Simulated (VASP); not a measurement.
# Au (Fm-3m) in VASP: single point with LDA

Aim: the single point of Au with LDA.

Program: VASP 6.6.1. These are calculated values, not measurements. Logs are shortened: lines on timing, memory, paths and dates and some standing lists are left out, and cuts for length are marked.

### Step 1. The cell of the first run

It takes space group Fm-3m (No. 225, cubic). Conventional cell: a = 4.065 Å, b = 4.065 Å, c = 4.065 Å, α = 90.00°, β = 90.00°, γ = 90.00°. Au (site symmetry m-3m) has 12 Au at 2.87 Å within 3.8 Å.

### Step 2. Single point, LDA, non-collinear spin, zero start, spin-orbit coupling

Contents of INCAR:

```
SYSTEM = Au
PREC = Accurate ; ENCUT = 520
EDIFF = 1E-7 ; ISMEAR = -1
SIGMA = 0.0159 ; LREAL = .FALSE.
LASPH = .TRUE. ; NELM = 150
ALGO = Normal ; ISIF = 2
LWAVE = .FALSE. ; LCHARG = .TRUE.
MAGMOM = 0 0 0 ; LORBIT = 11
LSORBIT = .TRUE. ; GGA_COMPAT = .FALSE.
LORBMOM = .TRUE. ; LMAXMIX = 4
LVHAR = .TRUE. ; NBANDS = 22
```

Contents of KPOINTS:

```
Automatic mesh
0
G
  14 14 14
  0 0 0
```

Contents of POSCAR:

```
Au
1.0
    0.0000000000      2.0326075700      2.0326075700
    2.0326075700      0.0000000000      2.0326075700
    2.0326075700      2.0326075700      0.0000000000
Au
1
Direct
    0.0000000000      0.0000000000      0.0000000000
```

Potentials or basis: VASP PAW LDA potentials, release 64 (Au).

The run is started by

```sh
$ cat potpaw_LDA.64/Au/POTCAR > POTCAR
$ mpirun -np 1 vasp_ncl > vasp.out
```

OUTCAR:

```text
SYSTEM = Au
   PREC = Accurate
   ENCUT = 520
   EDIFF = 1E-7
   ISMEAR = -1
   LREAL = .FALSE.
   LASPH = .TRUE.
   NELM = 150
   ISIF = 2
   LORBIT = 11
   LSORBIT = .TRUE.

 ion  position               nearest neighbor table
   1  0.000  0.000  0.000-

  LATTYP: Found a face centered cubic cell.
 ALAT       =     4.0652151400

  Lattice vectors:

 A1 = (   0.0000000000,   2.0326075700,   2.0326075700)
 A2 = (   2.0326075700,   0.0000000000,   2.0326075700)
 A3 = (   2.0326075700,   2.0326075700,   0.0000000000)

Analysis of symmetry for initial positions (statically):
=====================================================================
 Subroutine PRICEL returns:
 Original cell was already a primitive cell.

 Routine SETGRP: Setting up the symmetry group for a
 face centered cubic supercell.

 Subroutine GETGRP returns: Found 48 space group operations
 (whereof 48 operations were pure point group operations)
 out of a pool of 48 trial point group operations.

The static configuration has the point symmetry O_h .

Analysis of symmetry for dynamics (positions and initial velocities):
=====================================================================
 Subroutine PRICEL returns:
 Original cell was already a primitive cell.

 Routine SETGRP: Setting up the symmetry group for a
 face centered cubic supercell.

 Subroutine GETGRP returns: Found 48 space group operations
 (whereof 48 operations were pure point group operations)
 out of a pool of 48 trial point group operations.

The dynamic configuration has the point symmetry O_h .

Analysis of structural, dynamic, and magnetic symmetry:
=====================================================================
 Subroutine PRICEL returns:
 Original cell was already a primitive cell.

 Routine SETGRP: Setting up the symmetry group for a
 face centered cubic supercell.

 Subroutine GETGRP returns: Found 48 space group operations
 (whereof 48 operations were pure point group operations)
 out of a pool of 48 trial point group operations.

The overall configuration has the point symmetry O_h .

 Subroutine INISYM returns: Found 48 space group operations
 (whereof 48 operations are pure point group operations),
 and found     1 'primitive' translations

----------------------------------------------------------------------------------------

                                     Primitive cell

  volume of cell :      16.7954

  direct lattice vectors                    reciprocal lattice vectors
     0.000000000  2.032607570  2.032607570    -0.245989441  0.245989441  0.245989441
     2.032607570  0.000000000  2.032607570     0.245989441 -0.245989441  0.245989441
     2.032607570  2.032607570  0.000000000     0.245989441  0.245989441 -0.245989441

  length of vectors
     2.874541192  2.874541192  2.874541192     0.426066210  0.426066210  0.426066210

  position of ions in fractional coordinates (direct lattice)
     0.000000000  0.000000000  0.000000000

  ion indices of the primitive-cell ions
   primitive index   ion index
                 1           1

----------------------------------------------------------------------------------------

 KPOINTS: Automatic mesh

Automatic generation of k-mesh.
 Grid dimensions read from file:
 generate k-points for:   14   14   14

 Generating k-lattice:

  Cartesian coordinates                     Fractional coordinates (reciprocal lattice)
    -0.017570674  0.017570674  0.017570674     0.071428571  0.000000000  0.000000000
     0.017570674 -0.017570674  0.017570674     0.000000000  0.071428571  0.000000000
     0.017570674  0.017570674 -0.017570674     0.000000000  0.000000000  0.071428571

  Length of vectors
     0.030433301  0.030433301  0.030433301

[... 47 lines left out ...]
   ISPIN  =      1    spin polarized calculation?
   LNONCOLLINEAR =      T non collinear calculations
   LSORBIT =      T    spin-orbit coupling
   LASPH  =      T    aspherical Exc in radial PAW
   ENCUT  =  520.0 eV  38.22 Ry    6.18 a.u.   5.34  5.34  5.34*2*pi/ulx,y,z
   NELM   =    150;   NELMIN=  2; NELMDL= -5     # of ELM steps
   EDIFF  = 0.1E-06   stopping-criterion for ELM
   LREAL  =      F    real-space projection
   EDIFFG = 0.1E-05   stopping-criterion for IOM
   NSW    =      0    number of steps for IOM
   IBRION =     -1    ionic relax: 0-MD 1-quasi-New 2-CG
   NFREE  =      0    steps in history (QN), initial steepest desc. (CG)
   ISIF   =      2    stress and relaxation
   ISYM   =      2    0-nonsym 1-usesym 2-fastsym
   POTIM  = 0.5000    time-step for ionic-motion
   TEBEG  =    0.0;   TEEND  =   0.0 temperature during run
   PSTRESS=    0.0 pullay stress
   NELECT =      11.0000    total number of electrons
   NUPDOWN=      -1.0000    fix difference up-down
   EMIN   =  10.00;   EMAX   =-10.00  energy-range for DOS
   EFERMI =   0.00;   METHOD = LEGACY
   ISMEAR =    -1;   SIGMA  =   0.02  broadening in eV -4-tet -1-fermi 0-gaus
   EFERMI_NEDOS =   21; number of points for ismear=-14 and -15
   IALGO  =     38    algorithm
   IMIX   =      4    mixing-type and parameters
     AMIX     =   0.40;   BMIX     =  1.00
     AMIX_MAG =   1.60;   BMIX_MAG =  1.00
  volume/ion in A,a.u.               =      16.80       113.34
  Fermi-wavevector in a.u.,A,eV,Ry     =   1.421703  2.686629 27.500629  2.021239
  Thomas-Fermi vector in A             =   2.542485
   LORBIT       =     11    0 simple, 1 ext, 2 COOP (PROOUT), +10 PAW based schemes
   GGA     = CA    functional components
   LHFCALC =     F    Hartree Fock is set to
   AEXX    =    0.0000 exact exchange contribution
   IVDW    =     0    specifies the selected vdW correction
   LEPSILON=     F    determine dielectric tensor
   LRPA    =     F    only Hartree local field effects (RPA)
  energy-cutoff  :      520.00
  volume of cell :       16.80
 maximum number of plane-waves:       930
 NGX is ok and might be reduce to    24
   NGX = 11   NGY = 11   NGZ = 11

 number of electron      11.0000000 magnetization       0.0000000      0.0000000      0.0000000

 number of electron      10.9999999 magnetization       0.0000000      0.0000000     -0.0000000

 number of electron      10.9999999 magnetization      -0.0000000      0.0000000     -0.0000000

 Free energy of the ion-electron system (eV)
  ---------------------------------------------------
  ext. energy  EPLUGINS =         0.00000000
  ---------------------------------------------------
  free energy    TOTEN  =        -4.74197375 eV

  energy without entropy =       -4.74189322  energy(sigma->0) =       -4.74193349

 E-fermi :   9.5476     XC(G=0): -13.0740

 val. band max:        9.4893725794   @ k =   0.5000   0.2857   0.1429
 cond. band min:       9.6306823711   @ k =   0.5000   0.3571   0.1429
 fundamental gap:      0.1413097917
 Fermi energy:         9.5476401123

 k-point     1 :       0.0000    0.0000    0.0000
  band No.  band energies     occupation
      1      -0.5358      1.00000
      2      -0.5358      1.00000
      3       4.1164      1.00000
      4       4.1164      1.00000
      5       4.1164      1.00000
      6       4.1164      1.00000
[... 589 lines left out ...]
     21      30.8178      0.00000
     22      30.8178      0.00000

 [... further k-points ...]

------------------------ aborting loop because EDIFF is reached ----------------------------------------

  FORCE on cell =-STRESS in cart. coord.  units (eV):
  Direction    XX          YY          ZZ          XY          YZ          ZX
  --------------------------------------------------------------------------------------
  -------------------------------------------------------------------------------------
  Total       -0.3188131     -0.3188131     -0.3188131      0.0000000      0.0000000     -0.0000000
  in kB      -30.4127841    -30.4127841    -30.4127841      0.0000000      0.0000000     -0.0000000
  external PRESSURE =     -30.4127841 kB  Pullay stress =       0.0000000 kB

 VOLUME and BASIS-vectors are now :
 -----------------------------------------------------------------------------
  energy-cutoff  :      520.00
  volume of cell :       16.80
      direct lattice vectors                 reciprocal lattice vectors
     0.000000000  2.032607570  2.032607570    -0.245989441  0.245989441  0.245989441
     2.032607570  0.000000000  2.032607570     0.245989441 -0.245989441  0.245989441
     2.032607570  2.032607570  0.000000000     0.245989441  0.245989441 -0.245989441

 POSITION                                       TOTAL-FORCE (eV/Angst)
 -----------------------------------------------------------------------------------
      0.00000      0.00000      0.00000         0.000000      0.000000      0.000000
 -----------------------------------------------------------------------------------
    total drift:                                0.000000     -0.000000     -0.000000

  FREE ENERGIE OF THE ION-ELECTRON SYSTEM (eV)
  ---------------------------------------------------
  free  energy   TOTEN  =        -4.7419737521 eV

  energy  without entropy=       -4.7418932217  energy(sigma->0) =       -4.74193349

 orbital moment (x)

 # of ion     p       d       tot
 ----------------------------------------
  1         0.000   0.000   0.000
 ----------------------------------------
            0.000   0.000   0.000

 orbital moment (y)

 # of ion     p       d       tot
 ----------------------------------------
  1         0.000  -0.000  -0.000
 ----------------------------------------
            0.000  -0.000  -0.000

 orbital moment (z)

 # of ion     p       d       tot
 ----------------------------------------
  1         0.000   0.000   0.000
 ----------------------------------------
            0.000   0.000   0.000

 Spin-Orbit-Coupling matrix elements

 Ion:    1  E_soc:     -0.6031924
 l=   1
     0.0000000    -0.0277808    -0.0277808
    -0.0277808     0.0000000    -0.0277808
    -0.0277808    -0.0277808     0.0000000
 l=   2
     0.0000000    -0.0159415     0.0000000    -0.0159415    -0.0568098
    -0.0159415     0.0000000    -0.0426074    -0.0159415    -0.0142025
     0.0000000    -0.0426074     0.0000000    -0.0426074     0.0000000
    -0.0159415    -0.0159415    -0.0426074     0.0000000    -0.0142025
    -0.0568098    -0.0142025     0.0000000    -0.0142025     0.0000000
 l=   3
     0.0000000     0.0000000     0.0000000     0.0000000     0.0000000     0.0000000     0.0000000
     0.0000000     0.0000000     0.0000000     0.0000000     0.0000000     0.0000000     0.0000000
     0.0000000     0.0000000     0.0000000     0.0000000     0.0000000     0.0000000     0.0000000
     0.0000000     0.0000000     0.0000000     0.0000000     0.0000000     0.0000000     0.0000000
     0.0000000     0.0000000     0.0000000     0.0000000     0.0000000     0.0000000     0.0000000
     0.0000000     0.0000000     0.0000000     0.0000000     0.0000000     0.0000000     0.0000000
     0.0000000     0.0000000     0.0000000     0.0000000     0.0000000     0.0000000     0.0000000

 total charge

# of ion       s       p       d       tot
------------------------------------------
    1        0.548   0.386   8.737   9.670

 magnetization (x)

# of ion       s       p       d       tot
------------------------------------------
    1        0.000   0.000   0.000   0.000

 magnetization (y)

# of ion       s       p       d       tot
------------------------------------------
    1        0.000   0.000   0.000   0.000

 magnetization (z)

# of ion       s       p       d       tot
------------------------------------------
    1       -0.000   0.000   0.000  -0.000
```

It took 61 s on 1 thread of Intel Xeon Platinum 8375C at 2.90GHz (Ice Lake), shared host; peak memory 0.21 GiB.

Results:

```yaml
Free_energy: -4.7420 eV
Pressure: -3.0 GPa
Net_moment: 0.00 μB per cell
Valence_electrons_inside_the_program's_atomic_spheres: Au 9.67
```

Moments on the atoms (μB; x, y, z):
```
Au  0.00 0.00 0.00
```
